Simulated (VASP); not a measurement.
# MoSe (Pm-3m) in VASP: single point with PBE

Aim: the single point of MoSe with PBE.

Everything below comes from runs of VASP 6.6.1. Logs are shortened: lines on timing, memory, paths and dates and some standing lists are left out, and cuts for length are marked.

## Step 1: The cell of the first run

Symmetry: Pm-3m, No. 221, cubic system. Conventional cell: a = 3.146 Å, b = 3.146 Å, c = 3.146 Å, α = 90.00°, β = 90.00°, γ = 90.00°. Mo (site symmetry m-3m) has 8 Se at 2.72 Å and 6 Mo at 3.15 Å within 3.6 Å. Se (site symmetry m-3m) has 8 Mo at 2.72 Å and 6 Se at 3.15 Å within 3.6 Å.

## Step 2: Single point, PBE, collinear spin

INCAR reads:

```
ALGO = Normal
EDIFF = 1E-6
ENCUT = 520
GGA = PE
ISIF = 2
ISMEAR = 0
ISPIN = 2
LASPH = True
LCHARG = False
LMAXMIX = 4
LORBIT = 11
LREAL = False
LWAVE = False
MAGMOM = 2 -2 0 0
NBANDS = 32
NELM = 150
PREC = Accurate
SIGMA = 0.1
```

KPOINTS reads:

```
k-points
0
Gamma
  14 14 7
```

POSCAR reads:

```
MoSe
1.0
    3.1462013392      0.0000000000      0.0000000000
    0.0000000000      3.1462013392      0.0000000000
    0.0000000000      0.0000000000      6.2924026783
Mo Se
2 2
Direct
    0.0000000000      1.0000000000      1.0000000000
    0.0000000000      1.0000000000      0.5000000000
    0.5000000000      0.5000000000      0.2500000000
    0.5000000000      0.5000000000      0.7500000000
```

Potentials or basis: VASP PAW PBE potentials, release 64 (Mo_sv, Se).

Launch:

```console
$ cat potpaw_PBE.64/Mo_sv/POTCAR potpaw_PBE.64/Se/POTCAR > POTCAR
$ mpirun -np 1 vasp_std > vasp.out
```

OUTCAR:

```text
EDIFF = 1E-6
   ENCUT = 520
   GGA = PE
   ISIF = 2
   ISMEAR = 0
   ISPIN = 2
   LASPH = True
   LORBIT = 11
   LREAL = False
   NELM = 150
   PREC = Accurate

 ion  position               nearest neighbor table
   1  0.000  0.000  0.000-   3 2.72   4 2.72   3 2.72   4 2.72   3 2.72   4 2.72   3 2.72   4 2.72
                             2 3.15   2 3.15
   2  0.000  0.000  0.500-   3 2.72   4 2.72   3 2.72   4 2.72   3 2.72   4 2.72   3 2.72   4 2.72
                             1 3.15   1 3.15
   3  0.500  0.500  0.250-   1 2.72   2 2.72   1 2.72   2 2.72   1 2.72   2 2.72   1 2.72   2 2.72

   4  0.500  0.500  0.750-   1 2.72   2 2.72   1 2.72   2 2.72   1 2.72   2 2.72   1 2.72   2 2.72

  LATTYP: Found a simple tetragonal cell.
 ALAT       =     3.1462013392
 C/A-ratio  =     2.0000000000

  Lattice vectors:

 A1 = (   3.1462013392,   0.0000000000,   0.0000000000)
 A2 = (   0.0000000000,   3.1462013392,   0.0000000000)
 A3 = (   0.0000000000,   0.0000000000,   6.2924026783)

Analysis of symmetry for initial positions (statically):
=====================================================================
 Subroutine PRICEL returns following result:

  LATTYP: Found a simple cubic cell.
 ALAT       =     3.1462013392
[... 12 lines left out ...]
 Subroutine GETGRP returns: Found 16 space group operations
 (whereof 16 operations were pure point group operations)
 out of a pool of 16 trial point group operations.

The static configuration has the point symmetry D_4h.

Analysis of symmetry for dynamics (positions and initial velocities):
=====================================================================
 Subroutine PRICEL returns following result:

  LATTYP: Found a simple cubic cell.
 ALAT       =     3.1462013392
[... 12 lines left out ...]
 Subroutine GETGRP returns: Found 16 space group operations
 (whereof 16 operations were pure point group operations)
 out of a pool of 16 trial point group operations.

The dynamic configuration has the point symmetry D_4h.

Analysis of structural, dynamic, and magnetic symmetry:
=====================================================================
 Subroutine PRICEL returns following result:

  LATTYP: Found a simple cubic cell.
 ALAT       =     3.1462013392
[... 12 lines left out ...]
 Subroutine GETGRP returns: Found 16 space group operations
 (whereof 16 operations were pure point group operations)
 out of a pool of 16 trial point group operations.

The overall configuration has the point symmetry D_4h.

 Subroutine INISYM returns: Found 16 space group operations
 (whereof 16 operations are pure point group operations),
 and found     2 'primitive' translations

----------------------------------------------------------------------------------------

                                     Primitive cell

  volume of cell :      31.1429

  direct lattice vectors                    reciprocal lattice vectors
     3.146201339  0.000000000  0.000000000     0.317843613  0.000000000  0.000000000
     0.000000000  3.146201339  0.000000000     0.000000000  0.317843613  0.000000000
     0.000000000  0.000000000  3.146201339     0.000000000  0.000000000  0.317843613

  length of vectors
     3.146201339  3.146201339  3.146201339     0.317843613  0.317843613  0.317843613

  position of ions in fractional coordinates (direct lattice)
     0.000000000  0.000000000  0.000000000
     0.500000000  0.500000000  0.500000000

  ion indices of the primitive-cell ions
   primitive index   ion index
                 1           1
                 2           3

----------------------------------------------------------------------------------------

 KPOINTS: k-points

Automatic generation of k-mesh.
 Grid dimensions read from file:
 generate k-points for:   14   14    7

 Generating k-lattice:

  Cartesian coordinates                     Fractional coordinates (reciprocal lattice)
     0.022703115  0.000000000  0.000000000     0.071428571  0.000000000  0.000000000
     0.000000000  0.022703115  0.000000000     0.000000000  0.071428571  0.000000000
     0.000000000  0.000000000  0.022703115     0.000000000  0.000000000  0.142857143

  Length of vectors
     0.022703115  0.022703115  0.022703115

  Shift w.r.t. Gamma in fractional coordinates (k-lattice)
     0.000000000  0.000000000  0.000000000

 Subroutine IBZKPT returns following result:
 ===========================================

 Found    144 irreducible k-points:

 Following reciprocal coordinates:
            Coordinates               Weight
  0.000000  0.000000  0.000000      1.000000
  0.071429  0.000000  0.000000      4.000000
  0.142857  0.000000  0.000000      4.000000
  0.214286  0.000000  0.000000      4.000000
  0.285714  0.000000  0.000000      4.000000
  0.357143  0.000000  0.000000      4.000000
[... 16 lines left out ...]
  0.285714  0.214286  0.000000      8.000000
  0.357143  0.214286  0.000000      8.000000
 [... further k-points ...]
   k-points           NKPTS =    144   k-points in BZ     NKDIM =    144   number of bands    NBANDS=     32
   number of dos      NEDOS =    301   number of ions     NIONS =      4
   total plane-waves  NPLWV =  27648
   dimension x,y,z NGX =    24 NGY =   24 NGZ =   48
   dimension x,y,z NGXF=    48 NGYF=   48 NGZF=   96
   ions per type =               2   2
   NGX,Y,Z   is equivalent  to a cutoff of  12.68, 12.68, 12.68 a.u.
   NGXF,Y,Z  is equivalent  to a cutoff of  25.36, 25.36, 25.36 a.u.
 SYSTEM =  unknown system
   PREC   = accura    normal or accurate (medium, high low for compatibility)
   ISTART =      0    job   : 0-new  1-cont  2-samecut
   ICHARG =      2    charge: 1-file 2-atom 10-const
   ISPIN  =      2    spin polarized calculation?
   LNONCOLLINEAR =      F non collinear calculations
   LSORBIT =      F    spin-orbit coupling
   LASPH  =      T    aspherical Exc in radial PAW
   ENCUT  =  520.0 eV  38.22 Ry    6.18 a.u.   5.85  5.85 11.70*2*pi/ulx,y,z
   NELM   =    150;   NELMIN=  2; NELMDL= -5     # of ELM steps
   EDIFF  = 0.1E-05   stopping-criterion for ELM
   LREAL  =      F    real-space projection
   EDIFFG = 0.1E-04   stopping-criterion for IOM
   NSW    =      0    number of steps for IOM
   IBRION =     -1    ionic relax: 0-MD 1-quasi-New 2-CG
   NFREE  =      0    steps in history (QN), initial steepest desc. (CG)
   ISIF   =      2    stress and relaxation
   ISYM   =      2    0-nonsym 1-usesym 2-fastsym
   POTIM  = 0.5000    time-step for ionic-motion
   TEBEG  =    0.0;   TEEND  =   0.0 temperature during run
   PSTRESS=    0.0 pullay stress
   NELECT =      40.0000    total number of electrons
   NUPDOWN=      -1.0000    fix difference up-down
   EMIN   =  10.00;   EMAX   =-10.00  energy-range for DOS
   EFERMI =   0.00;   METHOD = LEGACY
   ISMEAR =     0;   SIGMA  =   0.10  broadening in eV -4-tet -1-fermi 0-gaus
   EFERMI_NEDOS =   21; number of points for ismear=-14 and -15
   IALGO  =     38    algorithm
   IMIX   =      4    mixing-type and parameters
     AMIX     =   0.40;   BMIX     =  1.00
     AMIX_MAG =   1.60;   BMIX_MAG =  1.00
  volume/ion in A,a.u.               =      15.57       105.08
  Fermi-wavevector in a.u.,A,eV,Ry     =   1.412424  2.669094 27.142815  1.994941
  Thomas-Fermi vector in A             =   2.534174
   LORBIT       =     11    0 simple, 1 ext, 2 COOP (PROOUT), +10 PAW based schemes
   GGA     = PE    functional components
   LHFCALC =     F    Hartree Fock is set to
   AEXX    =    0.0000 exact exchange contribution
   IVDW    =     0    specifies the selected vdW correction
   LEPSILON=     F    determine dielectric tensor
   LRPA    =     F    only Hartree local field effects (RPA)
 spin polarized calculation
 Gauss-broadening in eV      SIGMA  =   0.10
  energy-cutoff  :      520.00
  volume of cell :       62.29
 maximum number of plane-waves:      1708
 NGX is ok and might be reduce to    24
   NGX = 11   NGY = 11   NGZ = 23

 number of electron      40.0000000 magnetization      -0.0000000

 number of electron      40.0000000 magnetization       0.0000000

 Free energy of the ion-electron system (eV)
  ---------------------------------------------------
  ext. energy  EPLUGINS =         0.00000000
  ---------------------------------------------------
  free energy    TOTEN  =       -28.45463830 eV

  energy without entropy =      -28.43802845  energy(sigma->0) =      -28.44633337

 E-fermi :  11.2007     XC(G=0): -12.6193

 val. band max:       11.1992453156   @ k =   0.2143   0.0000   0.1429
 cond. band min:      11.2059920436   @ k =   0.5000   0.2143   0.1429
 fundamental gap:      0.0067467280
 Fermi energy:        11.2006701373

 spin component 1

 k-point     1 :       0.0000    0.0000    0.0000
  band No.  band energies     occupation
      1     -49.9183      1.00000
      2     -49.8963      1.00000
      3     -24.2136      1.00000
      4     -23.9170      1.00000
      5     -23.9170      1.00000
      6     -23.9170      1.00000
[... 829 lines left out ...]
     31      19.4839      0.00000
     32      21.0150      0.00000

 [... further k-points ...]

 spin component 2

 k-point     1 :       0.0000    0.0000    0.0000
  band No.  band energies     occupation
      1     -49.9183      1.00000
      2     -49.8963      1.00000
      3     -24.2136      1.00000
      4     -23.9170      1.00000
      5     -23.9170      1.00000
      6     -23.9170      1.00000
[... 829 lines left out ...]
     31      19.4839      0.00000
     32      21.0150      0.00000

 [... further k-points ...]

------------------------ aborting loop because EDIFF is reached ----------------------------------------

  FORCE on cell =-STRESS in cart. coord.  units (eV):
  Direction    XX          YY          ZZ          XY          YZ          ZX
  --------------------------------------------------------------------------------------
  -------------------------------------------------------------------------------------
  Total        0.1368335      0.1368335      0.1366726      0.0000000     -0.0000000      0.0000000
  in kB        3.5197628      3.5197628      3.5156253      0.0000000     -0.0000000      0.0000000
  external PRESSURE =       3.5183837 kB  Pullay stress =       0.0000000 kB

 VOLUME and BASIS-vectors are now :
 -----------------------------------------------------------------------------
  energy-cutoff  :      520.00
  volume of cell :       62.29
      direct lattice vectors                 reciprocal lattice vectors
     3.146201339  0.000000000  0.000000000     0.317843613  0.000000000  0.000000000
     0.000000000  3.146201339  0.000000000     0.000000000  0.317843613  0.000000000
     0.000000000  0.000000000  6.292402678     0.000000000  0.000000000  0.158921806

 POSITION                                       TOTAL-FORCE (eV/Angst)
 -----------------------------------------------------------------------------------
      0.00000      0.00000      0.00000         0.000000     -0.000000      0.000000
      0.00000      0.00000      3.14620        -0.000000     -0.000000     -0.000000
      1.57310      1.57310      1.57310         0.000000      0.000000     -0.000000
      1.57310      1.57310      4.71930        -0.000000      0.000000     -0.000000
 -----------------------------------------------------------------------------------
    total drift:                                0.000000      0.000000      0.000000

  FREE ENERGIE OF THE ION-ELECTRON SYSTEM (eV)
  ---------------------------------------------------
  free  energy   TOTEN  =       -28.4546383032 eV

  energy  without entropy=      -28.4380284453  energy(sigma->0) =      -28.44633337

 total charge

# of ion       s       p       d       tot
------------------------------------------
    1        2.234   6.124   4.024  12.382
    2        2.234   6.124   4.024  12.382
    3        1.454   2.283   0.146   3.882
    4        1.454   2.283   0.146   3.882
--------------------------------------------------
tot          7.375  16.814   8.340  32.529

 magnetization (x)

# of ion       s       p       d       tot
------------------------------------------
    1       -0.000  -0.000   0.000  -0.000
    2        0.000   0.000  -0.000   0.000
    3        0.000   0.000   0.000   0.000
    4        0.000   0.000   0.000   0.000
--------------------------------------------------
tot          0.000   0.000   0.000   0.000
```

Wall time 2.4 min (1 thread of Intel Xeon 6975P-C (Granite Rapids), shared host); peak memory 0.48 GiB.

Results:

| Property | Result |
| --- | --- |
| Free energy | -28.4546 eV |
| Pressure | 0.4 GPa |
| Band gap on the k mesh | zero (filled and empty bands overlap) |
| Net moment | 0.00 μB per cell |
| Valence electrons inside the program's atomic spheres | Mo 12.38; Se 3.88 |
